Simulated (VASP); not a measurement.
# ZrS (Fm-3m) in VASP: single point with r2SCAN

Aim: the single point of ZrS with r2SCAN.

Program: VASP 6.6.1. These are calculated values, not measurements. Logs are shortened: lines on timing, memory, paths and dates and some standing lists are left out, and cuts for length are marked.

## (1) The cell of the first run

The structure is cubic, space group Fm-3m (No. 225). The conventional cell has a = 9.921 Å, b = 9.921 Å, c = 9.921 Å, α = 90.00°, β = 90.00°, γ = 90.00°.

## (2) Single point, r2SCAN

POSCAR

```
ZrS
1.0
    0.0000000000      4.9605330542      4.9605330542
    4.9605330542      0.0000000000      4.9605330542
    4.9605330542      4.9605330542      0.0000000000
Zr S
1 1
Direct
    0.0000000000      0.0000000000      0.0000000000
    0.5000000000      0.5000000000      0.5000000000
```

INCAR.step1

```
PREC     = Accurate       # precision mode
ENCUT    = 520            # plane-wave cutoff, eV
ISMEAR   = 0              # smearing method
SIGMA    = 0.1            # smearing width, eV
LREAL    = False          # projectors in reciprocal space
LASPH    = True           # aspherical terms in the spheres
NELM     = 80             # most SCF steps
NBANDS   = 16             # bands
GGA      = PE             # functional
ALGO     = Normal         # electronic algorithm
EDIFF    = 1E-4           # SCF threshold, eV
LWAVE    = True           # write WAVECAR
LCHARG   = False          # write CHGCAR
```

INCAR.step2

```
PREC     = Accurate       # precision mode
ENCUT    = 520            # plane-wave cutoff, eV
EDIFF    = 1E-6           # SCF threshold, eV
ISMEAR   = 0              # smearing method
SIGMA    = 0.1            # smearing width, eV
LREAL    = False          # projectors in reciprocal space
LASPH    = True           # aspherical terms in the spheres
NELM     = 80             # most SCF steps
ALGO     = Normal         # electronic algorithm
ISIF     = 2              # what is computed and relaxed
LWAVE    = False          # write WAVECAR
LCHARG   = False          # write CHGCAR
METAGGA  = R2SCAN         # meta-GGA
LMIXTAU  = True         
NBANDS   = 16             # bands
ISTART   = 1
```

KPOINTS

```
regular mesh
0
Gamma
  4 4 4
```

Potentials or basis: VASP PAW PBE potentials, release 64 (Zr_sv, S).

On the command line:

```console
cat potpaw_PBE.64/Zr_sv/POTCAR potpaw_PBE.64/S/POTCAR > POTCAR
cp INCAR.step1 INCAR
mpirun -np 1 vasp_std > vasp.out
cp INCAR.step2 INCAR
mpirun -np 1 vasp_std > vasp.out
```

OUTCAR:

```text
PREC = Accurate
   ENCUT = 520
   EDIFF = 1E-6
   ISMEAR = 0
   LREAL = False
   LASPH = True
   NELM = 80
   ISIF = 2
   METAGGA = R2SCAN
   ISTART = 1

 ion  position               nearest neighbor table
   1  0.000  0.000  0.000-
   2  0.500  0.500  0.500-

  LATTYP: Found a face centered cubic cell.
 ALAT       =     9.9210661084

  Lattice vectors:

 A1 = (   0.0000000000,   4.9605330542,   4.9605330542)
 A2 = (   4.9605330542,   0.0000000000,   4.9605330542)
 A3 = (   4.9605330542,   4.9605330542,   0.0000000000)

Analysis of symmetry for initial positions (statically):
=====================================================================
 Subroutine PRICEL returns:
 Original cell was already a primitive cell.

 Routine SETGRP: Setting up the symmetry group for a
 face centered cubic supercell.

 Subroutine GETGRP returns: Found 48 space group operations
 (whereof 48 operations were pure point group operations)
 out of a pool of 48 trial point group operations.

The static configuration has the point symmetry O_h .

Analysis of symmetry for dynamics (positions and initial velocities):
=====================================================================
 Subroutine PRICEL returns:
 Original cell was already a primitive cell.

 Routine SETGRP: Setting up the symmetry group for a
 face centered cubic supercell.

 Subroutine GETGRP returns: Found 48 space group operations
 (whereof 48 operations were pure point group operations)
 out of a pool of 48 trial point group operations.

The dynamic configuration has the point symmetry O_h .

 Subroutine INISYM returns: Found 48 space group operations
 (whereof 48 operations are pure point group operations),
 and found     1 'primitive' translations

----------------------------------------------------------------------------------------

                                     Primitive cell

  volume of cell :     244.1266

  direct lattice vectors                    reciprocal lattice vectors
     0.000000000  4.960533054  4.960533054    -0.100795619  0.100795619  0.100795619
     4.960533054  0.000000000  4.960533054     0.100795619 -0.100795619  0.100795619
     4.960533054  4.960533054  0.000000000     0.100795619  0.100795619 -0.100795619

  length of vectors
     7.015253122  7.015253122  7.015253122     0.174583133  0.174583133  0.174583133

  position of ions in fractional coordinates (direct lattice)
     0.000000000  0.000000000  0.000000000
     0.500000000  0.500000000  0.500000000

  ion indices of the primitive-cell ions
   primitive index   ion index
                 1           1
                 2           2

----------------------------------------------------------------------------------------

 KPOINTS: regular mesh

Automatic generation of k-mesh.
 Grid dimensions read from file:
 generate k-points for:    4    4    4

 Generating k-lattice:

  Cartesian coordinates                     Fractional coordinates (reciprocal lattice)
    -0.025198905  0.025198905  0.025198905     0.250000000  0.000000000  0.000000000
     0.025198905 -0.025198905  0.025198905     0.000000000  0.250000000  0.000000000
     0.025198905  0.025198905 -0.025198905     0.000000000  0.000000000  0.250000000

  Length of vectors
     0.043645783  0.043645783  0.043645783

  Shift w.r.t. Gamma in fractional coordinates (k-lattice)
     0.000000000  0.000000000  0.000000000

 Subroutine IBZKPT returns following result:
 ===========================================

 Found      8 irreducible k-points:

 Following reciprocal coordinates:
            Coordinates               Weight
  0.000000  0.000000  0.000000      1.000000
  0.250000  0.000000  0.000000      8.000000
  0.500000  0.000000  0.000000      4.000000
  0.250000  0.250000  0.000000      6.000000
  0.500000  0.250000  0.000000     24.000000
 -0.250000  0.250000  0.000000     12.000000
  0.500000  0.500000  0.000000      3.000000
 -0.250000  0.500000  0.250000      6.000000
   k-points           NKPTS =      8   k-points in BZ     NKDIM =      8   number of bands    NBANDS=     16
   number of dos      NEDOS =    301   number of ions     NIONS =      2
   total plane-waves  NPLWV = 157464
   dimension x,y,z NGX =    54 NGY =   54 NGZ =   54
   dimension x,y,z NGXF=   108 NGYF=  108 NGZF=  108
   ions per type =               1   1
   NGX,Y,Z   is equivalent  to a cutoff of  12.80, 12.80, 12.80 a.u.
   NGXF,Y,Z  is equivalent  to a cutoff of  25.59, 25.59, 25.59 a.u.
 SYSTEM =  unknown system
   PREC   = accura    normal or accurate (medium, high low for compatibility)
   ISTART =      1    job   : 0-new  1-cont  2-samecut
   ICHARG =      0    charge: 1-file 2-atom 10-const
   ISPIN  =      1    spin polarized calculation?
   LNONCOLLINEAR =      F non collinear calculations
   LSORBIT =      F    spin-orbit coupling
   LASPH  =      T    aspherical Exc in radial PAW
   ENCUT  =  520.0 eV  38.22 Ry    6.18 a.u.  13.04 13.04 13.04*2*pi/ulx,y,z
   NELM   =     80;   NELMIN=  2; NELMDL=  0     # of ELM steps
   EDIFF  = 0.1E-05   stopping-criterion for ELM
   LREAL  =      F    real-space projection
[... 7 lines left out ...]
   TEBEG  =    0.0;   TEEND  =   0.0 temperature during run
   PSTRESS=    0.0 pullay stress
   NELECT =      18.0000    total number of electrons
   NUPDOWN=      -1.0000    fix difference up-down
   EMIN   =  10.00;   EMAX   =-10.00  energy-range for DOS
   EFERMI =   0.00;   METHOD = LEGACY
   ISMEAR =     0;   SIGMA  =   0.10  broadening in eV -4-tet -1-fermi 0-gaus
   EFERMI_NEDOS =   21; number of points for ismear=-14 and -15
   IALGO  =     38    algorithm
   IMIX   =      4    mixing-type and parameters
     AMIX     =   0.40;   BMIX     =  1.00
     AMIX_MAG =   1.60;   BMIX_MAG =  1.00
  volume/ion in A,a.u.               =     122.06       823.72
  Fermi-wavevector in a.u.,A,eV,Ry     =   0.686479  1.297257  6.411794  0.471254
  Thomas-Fermi vector in A             =   1.766719
   LORBIT       =      0    0 simple, 1 ext, 2 COOP (PROOUT), +10 PAW based schemes
   METAGGA = R2SCAN    functional components
   LHFCALC =     F    Hartree Fock is set to
   AEXX    =    0.0000 exact exchange contribution
   IVDW    =     0    specifies the selected vdW correction
   LEPSILON=     F    determine dielectric tensor
   LRPA    =     F    only Hartree local field effects (RPA)
 non-spin polarized calculation
 Gauss-broadening in eV      SIGMA  =   0.10
  energy-cutoff  :      520.00
  volume of cell :      244.13
 maximum number of plane-waves:      6620
 NGX is ok and might be reduce to    54
   NGX = 27   NGY = 27   NGZ = 27

 number of electron      17.9999999 magnetization

 Free energy of the ion-electron system (eV)
  ---------------------------------------------------
  ext. energy  EPLUGINS =         0.00000000
  ---------------------------------------------------
  free energy    TOTEN  =       -21.08841231 eV

  energy without entropy =      -20.93903038  energy(sigma->0) =      -21.01372135

 E-fermi :  -2.4100     XC(G=0):  -4.5388

 val. band max:       -2.4244959262   @ k =   0.2500   0.2500   0.0000
 cond. band min:      -2.4097014714   @ k =   0.0000   0.0000   0.0000
 fundamental gap:      0.0147944547
 Fermi energy:        -2.4099607728

 k-point     1 :       0.0000    0.0000    0.0000
  band No.  band energies     occupation
      1     -55.0843      2.00000
      2     -32.4049      2.00000
      3     -32.4049      2.00000
      4     -32.4049      2.00000
      5     -12.9252      2.00000
      6      -2.7263      1.99999
[... 8 lines left out ...]
     15       1.8435      0.00000
     16       1.8435      0.00000

 k-point     2 :       0.2500    0.0000    0.0000
  band No.  band energies     occupation
      1     -55.0843      2.00000
      2     -32.4049      2.00000
      3     -32.4049      2.00000
      4     -32.4049      2.00000
      5     -12.9242      2.00000
      6      -3.0169      2.00000
[... 8 lines left out ...]
     15       0.8154      0.00000
     16       1.5835      0.00000

 k-point     3 :       0.5000    0.0000    0.0000
  band No.  band energies     occupation
      1     -55.0843      2.00000
      2     -32.4049      2.00000
      3     -32.4049      2.00000
      4     -32.4049      2.00000
      5     -12.9232      2.00000
      6      -3.1372      2.00000
[... 8 lines left out ...]
     15       0.1029      0.00000
     16       1.3663      0.00000

 k-point     4 :       0.2500    0.2500    0.0000
  band No.  band energies     occupation
      1     -55.0843      2.00000
      2     -32.4049      2.00000
      3     -32.4049      2.00000
      4     -32.4049      2.00000
      5     -12.9239      2.00000
      6      -2.9580      2.00000
[... 8 lines left out ...]
     15       0.8037      0.00000
     16       1.5556      0.00000

 k-point     5 :       0.5000    0.2500    0.0000
  band No.  band energies     occupation
      1     -55.0843      2.00000
      2     -32.4049      2.00000
      3     -32.4049      2.00000
      4     -32.4049      2.00000
      5     -12.9229      2.00000
      6      -2.9827      2.00000
[... 8 lines left out ...]
     15       0.5057      0.00000
     16       1.0952      0.00000

 k-point     6 :      -0.2500    0.2500    0.0000
  band No.  band energies     occupation
      1     -55.0843      2.00000
      2     -32.4049      2.00000
      3     -32.4049      2.00000
      4     -32.4049      2.00000
      5     -12.9232      2.00000
      6      -3.0411      2.00000
[... 8 lines left out ...]
     15       0.4690      0.00000
     16       1.1290      0.00000

 k-point     7 :       0.5000    0.5000    0.0000
  band No.  band energies     occupation
      1     -55.0843      2.00000
      2     -32.4049      2.00000
      3     -32.4049      2.00000
      4     -32.4049      2.00000
      5     -12.9227      2.00000
      6      -2.7750      2.00000
[... 8 lines left out ...]
     15       0.6489      0.00000
     16       1.3851      0.00000

 k-point     8 :      -0.2500    0.5000    0.2500
  band No.  band energies     occupation
      1     -55.0843      2.00000
      2     -32.4049      2.00000
      3     -32.4049      2.00000
      4     -32.4049      2.00000
      5     -12.9227      2.00000
      6      -2.8754      2.00000
[... 8 lines left out ...]
     15       0.8999      0.00000
     16       0.8999      0.00000

------------------------ aborting loop because EDIFF is reached ----------------------------------------

  FORCE on cell =-STRESS in cart. coord.  units (eV):
  Direction    XX          YY          ZZ          XY          YZ          ZX
  --------------------------------------------------------------------------------------
  -------------------------------------------------------------------------------------
  Total       -4.1649844     -4.1649844     -4.1649844     -0.0000000     -0.0000000      0.0000000
  in kB      -27.3343606    -27.3343606    -27.3343606     -0.0000000     -0.0000000      0.0000000
  external PRESSURE =     -27.3343606 kB  Pullay stress =       0.0000000 kB

 VOLUME and BASIS-vectors are now :
 -----------------------------------------------------------------------------
  energy-cutoff  :      520.00
  volume of cell :      244.13
      direct lattice vectors                 reciprocal lattice vectors
     0.000000000  4.960533054  4.960533054    -0.100795619  0.100795619  0.100795619
     4.960533054  0.000000000  4.960533054     0.100795619 -0.100795619  0.100795619
     4.960533054  4.960533054  0.000000000     0.100795619  0.100795619 -0.100795619

 POSITION                                       TOTAL-FORCE (eV/Angst)
 -----------------------------------------------------------------------------------
      0.00000      0.00000      0.00000        -0.000000      0.000000     -0.000000
      4.96053      4.96053      4.96053         0.000000     -0.000000      0.000000
 -----------------------------------------------------------------------------------
    total drift:                                0.000000      0.000000      0.000000

  FREE ENERGIE OF THE ION-ELECTRON SYSTEM (eV)
  ---------------------------------------------------
  free  energy   TOTEN  =       -21.0884123149 eV

  energy  without entropy=      -20.9390303808  energy(sigma->0) =      -21.01372135
```

Run time: 5 min. Hardware: 1 thread of AMD EPYC 7R13 (Zen 3), shared host; peak memory 0.41 GiB.

What came out:

- Free energy: -21.0884 eV
- Pressure: -2.7 GPa
- Band gap on the k mesh: zero (bands 9 and 10 overlap by 0.04 eV)

Caveat: the PAW data sets were made with another functional, which shifts forces and pressure a little.
